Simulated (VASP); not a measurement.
A run of VASP 6.6.1:

The input INCAR:

```
SYSTEM = WSe2
PREC     = Accurate       ! precision mode
ENCUT    = 520            ! plane-wave cutoff, eV
EDIFF    = 1E-6           ! SCF threshold, eV
ISMEAR   = 0              ! smearing method
SIGMA    = 0.05           ! smearing width, eV
LREAL    = .False.        ! projectors in reciprocal space
LASPH    = .True.         ! aspherical terms in the spheres
NELM     = 100            ! most SCF steps
ALGO     = Normal         ! electronic algorithm
ISIF     = 2              ! what is computed and relaxed
LWAVE    = .False.        ! write WAVECAR
LCHARG   = .False.        ! write CHGCAR
GGA      = PS             ! functional
IVDW     = 12             ! dispersion correction
NBANDS   = 35             ! bands
```

KPOINTS

```
regular mesh
0
Gamma
  12 12 4
  0 0 0
```

The input POSCAR:

```
WSe2
1.0
    3.1294371881      0.0000000000      0.0000000000
   -1.5647185940      2.7101721045      0.0000000000
    0.0000000000      0.0000000000     13.2289207828
W Se
2 4
Direct
    0.3333333333      0.6666666667      0.2500000000
    0.6666666667      0.3333333333      0.7500000000
    0.3333333333      0.6666666667      0.6145805872
    0.6666666667      0.3333333333      0.1145805872
    0.3333333333      0.6666666667      0.8854194128
    0.6666666667      0.3333333333      0.3854194128
```

Potentials or basis: VASP PAW PBE potentials, release 64 (W_sv, Se).

The run is started by

```console
$ cat potpaw_PBE.64/W_sv/POTCAR potpaw_PBE.64/Se/POTCAR > POTCAR
$ mpirun -np 1 vasp_std > vasp.out
```

Hardware: 1 thread of Intel Xeon 8259CL, on a shared host.

Task: Estimate the wall time of this run.

Result: Wall time 7.4 min on 1 thread of Intel Xeon 8259CL (shared host), peak memory 0.36 GiB. Counts: scf iterations 14, k points 57.
